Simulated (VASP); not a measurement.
# Ti (P6_3/mmc) in VASP: a series of runs

Ti is run at these levels: PBEsol; tasks: single point.

All numbers are computed with VASP 6.6.1; they aren't measurements. Logs are shortened: lines on timing, memory, paths and dates and some standing lists are left out, and cuts for length are marked.

## 1. The cell of the first run

Symmetry: P6_3/mmc, No. 194, hexagonal system. The conventional cell has a = 2.950 Å, b = 2.950 Å, c = 4.686 Å, α = 90.00°, β = 90.00°, γ = 120.00°. Within 3.8 Å of Ti (site symmetry -6m2) lie 12 Ti at 2.90 to 2.95 Å.

## 2. Single point, PBEsol

The input, INCAR:

```
PREC = Accurate
ENCUT = 520
EDIFF = 1E-7
ISMEAR = 0
SIGMA = 0.1
LREAL = F
LASPH = T
NELM = 60
ALGO = Normal
ISIF = 2
LWAVE = F
LCHARG = T
GGA = PS
LELF = T
LVHAR = T
NBANDS = 19
```

The input, KPOINTS:

```
regular mesh
0
Gamma
  6 6 4
```

The input, POSCAR:

```
Ti
1.0
    2.9499978604      0.0000000000      0.0000000000
   -1.4749989302      2.5547730882      0.0000000000
    0.0000000000      0.0000000000      4.6860000000
Ti
2
Direct
    0.3333333333      0.6666666667      0.2500000000
    0.6666666667      0.3333333333      0.7500000000
```

Potentials or basis: VASP PAW PBE potentials, release 64 (Ti_sv).

The run is started by

```sh
cat potpaw_PBE.64/Ti_sv/POTCAR > POTCAR
mpirun -np 1 vasp_std > vasp.out
```

OUTCAR:

```text
PREC = Accurate
   ENCUT = 520
   EDIFF = 1E-7
   ISMEAR = 0
   LREAL = F
   LASPH = T
   NELM = 60
   ISIF = 2
   GGA = PS

 ion  position               nearest neighbor table
   1  0.333  0.667  0.250-   2 2.90   2 2.90   2 2.90   2 2.90   2 2.90   2 2.90
   2  0.667  0.333  0.750-   1 2.90   1 2.90   1 2.90   1 2.90   1 2.90   1 2.90

  LATTYP: Found a hexagonal cell.
 ALAT       =     2.9499978604
 C/A-ratio  =     1.5884757284

  Lattice vectors:

 A1 = (   2.9499978604,   0.0000000000,   0.0000000000)
 A2 = (  -1.4749989302,   2.5547730882,   0.0000000000)
 A3 = (   0.0000000000,   0.0000000000,   4.6860000000)

Analysis of symmetry for initial positions (statically):
=====================================================================
 Subroutine PRICEL returns:
 Original cell was already a primitive cell.

 Routine SETGRP: Setting up the symmetry group for a
 hexagonal supercell.

 Subroutine GETGRP returns: Found 24 space group operations
 (whereof 12 operations were pure point group operations)
 out of a pool of 24 trial point group operations.

The static configuration has the point symmetry D_3d.
 The point group associated with its full space group is D_6h.

Analysis of symmetry for dynamics (positions and initial velocities):
=====================================================================
 Subroutine PRICEL returns:
 Original cell was already a primitive cell.

 Routine SETGRP: Setting up the symmetry group for a
 hexagonal supercell.

 Subroutine GETGRP returns: Found 24 space group operations
 (whereof 12 operations were pure point group operations)
 out of a pool of 24 trial point group operations.

The dynamic configuration has the point symmetry D_3d.
 The point group associated with its full space group is D_6h.

 Subroutine INISYM returns: Found 24 space group operations
 (whereof 12 operations are pure point group operations),
 and found     1 'primitive' translations

----------------------------------------------------------------------------------------

                                     Primitive cell

  volume of cell :      35.3164

  direct lattice vectors                    reciprocal lattice vectors
     2.949997860  0.000000000  0.000000000     0.338983297  0.195712098  0.000000000
    -1.474998930  2.554773088  0.000000000     0.000000000  0.391424195  0.000000000
     0.000000000  0.000000000  4.686000000     0.000000000  0.000000000  0.213401622
[... 77 lines left out ...]
   LASPH  =      T    aspherical Exc in radial PAW
   ENCUT  =  520.0 eV  38.22 Ry    6.18 a.u.   5.49  5.49  8.71*2*pi/ulx,y,z
   NELM   =     60;   NELMIN=  2; NELMDL= -5     # of ELM steps
   EDIFF  = 0.1E-06   stopping-criterion for ELM
   LREAL  =      F    real-space projection
   EDIFFG = 0.1E-05   stopping-criterion for IOM
   NSW    =      0    number of steps for IOM
   IBRION =     -1    ionic relax: 0-MD 1-quasi-New 2-CG
   NFREE  =      0    steps in history (QN), initial steepest desc. (CG)
   ISIF   =      2    stress and relaxation
   ISYM   =      2    0-nonsym 1-usesym 2-fastsym
   POTIM  = 0.5000    time-step for ionic-motion
   TEBEG  =    0.0;   TEEND  =   0.0 temperature during run
   PSTRESS=    0.0 pullay stress
   NELECT =      24.0000    total number of electrons
   NUPDOWN=      -1.0000    fix difference up-down
   EMIN   =  10.00;   EMAX   =-10.00  energy-range for DOS
   EFERMI =   0.00;   METHOD = LEGACY
   ISMEAR =     0;   SIGMA  =   0.10  broadening in eV -4-tet -1-fermi 0-gaus
   EFERMI_NEDOS =   21; number of points for ismear=-14 and -15
   IALGO  =     38    algorithm
   IMIX   =      4    mixing-type and parameters
     AMIX     =   0.40;   BMIX     =  1.00
     AMIX_MAG =   1.60;   BMIX_MAG =  1.00
  volume/ion in A,a.u.               =      17.66       119.16
  Fermi-wavevector in a.u.,A,eV,Ry     =   1.439306  2.719894 28.185854  2.071602
  Thomas-Fermi vector in A             =   2.558176
   LORBIT       =      0    0 simple, 1 ext, 2 COOP (PROOUT), +10 PAW based schemes
   GGA     = PS    functional components
   LHFCALC =     F    Hartree Fock is set to
   AEXX    =    0.0000 exact exchange contribution
   IVDW    =     0    specifies the selected vdW correction
   LEPSILON=     F    determine dielectric tensor
   LRPA    =     F    only Hartree local field effects (RPA)
 non-spin polarized calculation
 Gauss-broadening in eV      SIGMA  =   0.10
  energy-cutoff  :      520.00
  volume of cell :       35.32
 maximum number of plane-waves:       966
 NGX is ok and might be reduce to    24
   NGX = 11   NGY = 11   NGZ = 17

 number of electron      24.0000001 magnetization

 Free energy of the ion-electron system (eV)
  ---------------------------------------------------
  ext. energy  EPLUGINS =         0.00000000
  ---------------------------------------------------
  free energy    TOTEN  =       -16.63176614 eV

  energy without entropy =      -16.61330397  energy(sigma->0) =      -16.62253505

 E-fermi :   8.1030     XC(G=0): -11.5553

 val. band max:        8.0536419424   @ k =   0.3333   0.3333   0.2500
 cond. band min:       8.1187989754   @ k =   0.0000   0.0000   0.5000
 fundamental gap:      0.0651570330
 Fermi energy:         8.1029898354

 k-point     1 :       0.0000    0.0000    0.0000
  band No.  band energies     occupation
      1     -48.6103      2.00000
      2     -48.4811      2.00000
      3     -25.2814      2.00000
      4     -24.6642      2.00000
      5     -24.6642      2.00000
      6     -24.6037      2.00000
[... 439 lines left out ...]
      6     -24.9271      2.00000
[... 11 lines left out ...]
     18      11.1527      0.00000
     19      14.6775      0.00000

------------------------ aborting loop because EDIFF is reached ----------------------------------------

  FORCE on cell =-STRESS in cart. coord.  units (eV):
  Direction    XX          YY          ZZ          XY          YZ          ZX
  --------------------------------------------------------------------------------------
  -------------------------------------------------------------------------------------
  Total       -1.3728331     -1.3728331     -1.2617234     -0.0000000      0.0000000      0.0000000
  in kB      -62.2804873    -62.2804873    -57.2398431     -0.0000000      0.0000000      0.0000000
  external PRESSURE =     -60.6002726 kB  Pullay stress =       0.0000000 kB

 VOLUME and BASIS-vectors are now :
 -----------------------------------------------------------------------------
  energy-cutoff  :      520.00
  volume of cell :       35.32
      direct lattice vectors                 reciprocal lattice vectors
     2.949997860  0.000000000  0.000000000     0.338983297  0.195712098  0.000000000
    -1.474998930  2.554773088  0.000000000     0.000000000  0.391424195  0.000000000
     0.000000000  0.000000000  4.686000000     0.000000000  0.000000000  0.213401622

 POSITION                                       TOTAL-FORCE (eV/Angst)
 -----------------------------------------------------------------------------------
     -0.00000      1.70318      1.17150        -0.000000     -0.000000      0.000000
      1.47500      0.85159      3.51450         0.000000      0.000000      0.000000
 -----------------------------------------------------------------------------------
    total drift:                               -0.000000      0.000000     -0.000000

  FREE ENERGIE OF THE ION-ELECTRON SYSTEM (eV)
  ---------------------------------------------------
  free  energy   TOTEN  =       -16.6317661381 eV

  energy  without entropy=      -16.6133039689  energy(sigma->0) =      -16.62253505
```

OSZICAR:

```text
N       E                     dE             d eps       ncg     rms          rms(c)
DAV:   1     0.259489360268E+03    0.25949E+03   -0.12904E+04   798   0.157E+03
DAV:   2     0.114085319192E+02   -0.24808E+03   -0.24412E+03   822   0.439E+02
DAV:   3    -0.177875692388E+02   -0.29196E+02   -0.28805E+02  1490   0.124E+02
DAV:   4    -0.190025077429E+02   -0.12149E+01   -0.12137E+01   912   0.263E+01
DAV:   5    -0.190583959957E+02   -0.55888E-01   -0.55883E-01  1152   0.405E+00    0.122E+01
DAV:   6    -0.166440660602E+02    0.24143E+01   -0.86752E+00   908   0.293E+01    0.285E+00
DAV:   7    -0.166177438644E+02    0.26322E-01   -0.77528E-01  1164   0.617E+00    0.207E+00
DAV:   8    -0.166395371289E+02   -0.21793E-01   -0.20535E-01   882   0.531E+00    0.683E-01
DAV:   9    -0.166313276955E+02    0.82094E-02   -0.49636E-02   921   0.215E+00    0.754E-02
DAV:  10    -0.166316366323E+02   -0.30894E-03   -0.27053E-03  1139   0.304E-01    0.904E-02
DAV:  11    -0.166317722533E+02   -0.13562E-03   -0.25018E-04   950   0.109E-01    0.300E-02
DAV:  12    -0.166317660835E+02    0.61698E-05   -0.46379E-05  1120   0.458E-02    0.866E-03
DAV:  13    -0.166317659653E+02    0.11814E-06   -0.13340E-06   907   0.107E-02    0.797E-04
DAV:  14    -0.166317661169E+02   -0.15162E-06   -0.25942E-07   748   0.275E-03    0.762E-04
DAV:  15    -0.166317661381E+02   -0.21172E-07   -0.30496E-08   429   0.142E-03
   1 F= -.16631766E+02 E0= -.16622535E+02  d E =-.184622E-01
```

stdout:

```text
POSCAR found type information on POSCAR Ti
 POSCAR found :  1 types and       2 ions
 scaLAPACK will be used
 -----------------------------------------------------------------------------
|                                                                             |
|                                                                             |
|     You enforced a specific xc type in the INCAR file but a different       |
|     I HOPE YOU KNOW WHAT YOU ARE DOING!                                     |
|                                                                             |
 -----------------------------------------------------------------------------

 LDA part: xc-table for (Slater+PW92), standard interpolation
 POSCAR, INCAR and KPOINTS ok, starting setup
 FFT: planning ... GRIDC
 FFT: planning ... GRID_SOFT
 FFT: planning ... GRID
 WAVECAR not read
 entering main loop
```

It took 6.7 s on 1 thread of Intel Xeon 6975P-C (Granite Rapids), shared host; peak memory 0.15 GiB.

Results:

```yaml
Free_energy: -16.6318 eV
Pressure: -6.1 GPa
Band_gap_on_the_k_mesh: zero (band 12 reaches 8.81 eV, above the bottom of band 13 at 7.82 eV)
```

Levels at points of the mesh, in eV from the Fermi level:
| k point | band 9 | band 10 | band 11 | band 12 | band 13 | band 14 | band 15 | band 16 |
| --- | --- | --- | --- | --- | --- | --- | --- | --- |
| (0.00, 0.00, 0.00) | -6.24 | -2.72 | 0.65 | 0.70 | 0.70 | 0.80 | 1.19 | 1.19 |
| (0.50, 0.00, 0.00) | -2.39 | -2.18 | -1.88 | -0.69 | 0.42 | 0.54 | 1.08 | 3.23 |
| (0.00, 0.00, 0.50) | -4.41 | -4.41 | 0.02 | 0.02 | 0.61 | 0.61 | 0.61 | 0.61 |
| (0.50, 0.00, 0.50) | -2.57 | -2.57 | -0.86 | -0.86 | 1.23 | 1.23 | 1.64 | 1.64 |

Caveat: the k points lie up to 0.41 Å⁻¹ apart; the PAW data sets were made with another functional, which shifts forces and pressure a little.

## 3. Single point, PBEsol

This run uses another cell than the first one, of 16.72 Å³/atom, 0.947 times its volume.

The input, INCAR:

```
PREC     = Accurate       # precision mode
ENCUT    = 520            # plane-wave cutoff, eV
EDIFF    = 1E-6           # SCF threshold, eV
ISMEAR   = 0              # smearing method
SIGMA    = 0.1            # smearing width, eV
LREAL    = F              # projectors in reciprocal space
LASPH    = T              # aspherical terms in the spheres
NELM     = 100            # most SCF steps
ALGO     = Fast           # electronic algorithm
ISIF     = 2              # what is computed and relaxed
LWAVE    = F              # write WAVECAR
LCHARG   = F              # write CHGCAR
GGA      = PS             # functional
NBANDS   = 19             # bands
```

The input, KPOINTS:

```
regular mesh
0
Gamma
  18 18 10
```

The input, POSCAR:

```
Ti
1.0
    2.9004352001      0.0000000000      0.0000000000
   -1.4502176001      2.5118505653      0.0000000000
    0.0000000000      0.0000000000      4.5909904472
Ti
2
Direct
    0.3333333333      0.6666666667      0.2500000000
    0.6666666667      0.3333333333      0.7500000000
```

Potentials or basis: VASP PAW PBE potentials, release 64 (Ti_sv).

The run is started by

```sh
cat potpaw_PBE.64/Ti_sv/POTCAR > POTCAR
mpirun -np 1 vasp_std > vasp.out
```

OUTCAR:

```text
PREC = Accurate
   ENCUT = 520
   EDIFF = 1E-6
   ISMEAR = 0
   LREAL = F
   LASPH = T
   NELM = 100
   ISIF = 2
   GGA = PS

 ion  position               nearest neighbor table
   1  0.333  0.667  0.250-   2 2.84   2 2.84   2 2.84   2 2.84   2 2.84   2 2.84
   2  0.667  0.333  0.750-   1 2.84   1 2.84   1 2.84   1 2.84   1 2.84   1 2.84

  LATTYP: Found a hexagonal cell.
 ALAT       =     2.9004352001
 C/A-ratio  =     1.5828626156

  Lattice vectors:

 A1 = (   2.9004352001,   0.0000000000,   0.0000000000)
 A2 = (  -1.4502176001,   2.5118505653,   0.0000000000)
 A3 = (   0.0000000000,   0.0000000000,   4.5909904472)

Analysis of symmetry for initial positions (statically):
=====================================================================
 Subroutine PRICEL returns:
 Original cell was already a primitive cell.

 Routine SETGRP: Setting up the symmetry group for a
 hexagonal supercell.

 Subroutine GETGRP returns: Found 24 space group operations
 (whereof 12 operations were pure point group operations)
 out of a pool of 24 trial point group operations.

The static configuration has the point symmetry D_3d.
 The point group associated with its full space group is D_6h.

Analysis of symmetry for dynamics (positions and initial velocities):
=====================================================================
 Subroutine PRICEL returns:
 Original cell was already a primitive cell.

 Routine SETGRP: Setting up the symmetry group for a
 hexagonal supercell.

 Subroutine GETGRP returns: Found 24 space group operations
 (whereof 12 operations were pure point group operations)
 out of a pool of 24 trial point group operations.

The dynamic configuration has the point symmetry D_3d.
[... 113 lines left out ...]
   EMIN   =  10.00;   EMAX   =-10.00  energy-range for DOS
   EFERMI =   0.00;   METHOD = LEGACY
   ISMEAR =     0;   SIGMA  =   0.10  broadening in eV -4-tet -1-fermi 0-gaus
   EFERMI_NEDOS =   21; number of points for ismear=-14 and -15
   IALGO  =     68    algorithm
   IMIX   =      4    mixing-type and parameters
     AMIX     =   0.40;   BMIX     =  1.00
     AMIX_MAG =   1.60;   BMIX_MAG =  1.00
  volume/ion in A,a.u.               =      16.72       112.86
  Fermi-wavevector in a.u.,A,eV,Ry     =   1.465629  2.769638 29.226255  2.148069
  Thomas-Fermi vector in A             =   2.581463
   LORBIT       =      0    0 simple, 1 ext, 2 COOP (PROOUT), +10 PAW based schemes
   GGA     = PS    functional components
   LHFCALC =     F    Hartree Fock is set to
   AEXX    =    0.0000 exact exchange contribution
   IVDW    =     0    specifies the selected vdW correction
   LEPSILON=     F    determine dielectric tensor
   LRPA    =     F    only Hartree local field effects (RPA)
 non-spin polarized calculation
 RMM-DIIS sequential band-by-band and
 Gauss-broadening in eV      SIGMA  =   0.10
  energy-cutoff  :      520.00
  volume of cell :       33.45
 maximum number of plane-waves:       929
 NGX is ok and might be reduce to    24
   NGX = 11   NGY = 11   NGZ = 17

 number of electron      23.9999999 magnetization

 Free energy of the ion-electron system (eV)
  ---------------------------------------------------
  ext. energy  EPLUGINS =         0.00000000
  ---------------------------------------------------
  free energy    TOTEN  =       -16.68403807 eV

  energy without entropy =      -16.67485242  energy(sigma->0) =      -16.67944525

 E-fermi :   8.6209     XC(G=0): -11.8175

 val. band max:        8.6081528968   @ k =   0.0000   0.0000   0.4000
 cond. band min:       8.6267695551   @ k =   0.2778   0.2778   0.4000
 fundamental gap:      0.0186166583
 Fermi energy:         8.6208829425

 k-point     1 :       0.0000    0.0000    0.0000
  band No.  band energies     occupation
      1     -47.9545      2.00000
      2     -47.7915      2.00000
      3     -24.6935      2.00000
      4     -23.9609      2.00000
      5     -23.9609      2.00000
      6     -23.8808      2.00000
[... 505 lines left out ...]
      6     -24.1509      2.00000
[... 11 lines left out ...]
     18      12.2747      0.00000
     19      13.0639      0.00000

 [... further k-points ...]

------------------------ aborting loop because EDIFF is reached ----------------------------------------

  FORCE on cell =-STRESS in cart. coord.  units (eV):
  Direction    XX          YY          ZZ          XY          YZ          ZX
  --------------------------------------------------------------------------------------
  -------------------------------------------------------------------------------------
  Total       -0.0741708     -0.0741708     -0.0785742      0.0000000     -0.0000000      0.0000000
  in kB       -3.5528775     -3.5528775     -3.7638051      0.0000000     -0.0000000      0.0000000
  external PRESSURE =      -3.6231867 kB  Pullay stress =       0.0000000 kB

 VOLUME and BASIS-vectors are now :
 -----------------------------------------------------------------------------
  energy-cutoff  :      520.00
  volume of cell :       33.45
      direct lattice vectors                 reciprocal lattice vectors
     2.900435200  0.000000000  0.000000000     0.344775846  0.199056428  0.000000000
    -1.450217600  2.511850565  0.000000000     0.000000000  0.398112855  0.000000000
     0.000000000  0.000000000  4.590990447     0.000000000  0.000000000  0.217817922

 POSITION                                       TOTAL-FORCE (eV/Angst)
 -----------------------------------------------------------------------------------
     -0.00000      1.67457      1.14775         0.000000      0.000000      0.000000
      1.45022      0.83728      3.44324        -0.000000      0.000000      0.000000
 -----------------------------------------------------------------------------------
    total drift:                                0.000000     -0.000000      0.000000

  FREE ENERGIE OF THE ION-ELECTRON SYSTEM (eV)
  ---------------------------------------------------
  free  energy   TOTEN  =       -16.6840380712 eV

  energy  without entropy=      -16.6748524229  energy(sigma->0) =      -16.67944525
```

stdout:

```text
POSCAR found type information on POSCAR Ti
 POSCAR found :  1 types and       2 ions
 scaLAPACK will be used
 -----------------------------------------------------------------------------
|                                                                             |
|                                                                             |
|     You enforced a specific xc type in the INCAR file but a different       |
|     I HOPE YOU KNOW WHAT YOU ARE DOING!                                     |
|                                                                             |
 -----------------------------------------------------------------------------

 LDA part: xc-table for (Slater+PW92), standard interpolation
 POSCAR, INCAR and KPOINTS ok, starting setup
 FFT: planning ... GRIDC
 FFT: planning ... GRID_SOFT
 FFT: planning ... GRID
 WAVECAR not read
 entering main loop
WARNING in EDDRMM: call to ZHEGV failed, returncode =   6  3      8
WARNING in EDDRMM: call to ZHEGV failed, returncode =   6  3      9
WARNING in EDDRMM: call to ZHEGV failed, returncode =   6  3     16
WARNING in EDDRMM: call to ZHEGV failed, returncode =   8  4     16
WARNING in EDDRMM: call to ZHEGV failed, returncode =   8  4     10
```

Run time: 5.1 min. Hardware: 1 thread of Intel Xeon Platinum 8259CL at 2.50GHz (Skylake/Cascade Lake), shared host; peak memory 0.24 GiB.

Results:

```
Free energy            : -16.6840 eV
Pressure               : -0.4 GPa
Band gap on the k mesh : zero (band 12 reaches 9.40 eV, above the bottom of band 13 at 8.29 eV)
```

Caveat: the PAW data sets were made with another functional, which shifts forces and pressure a little.
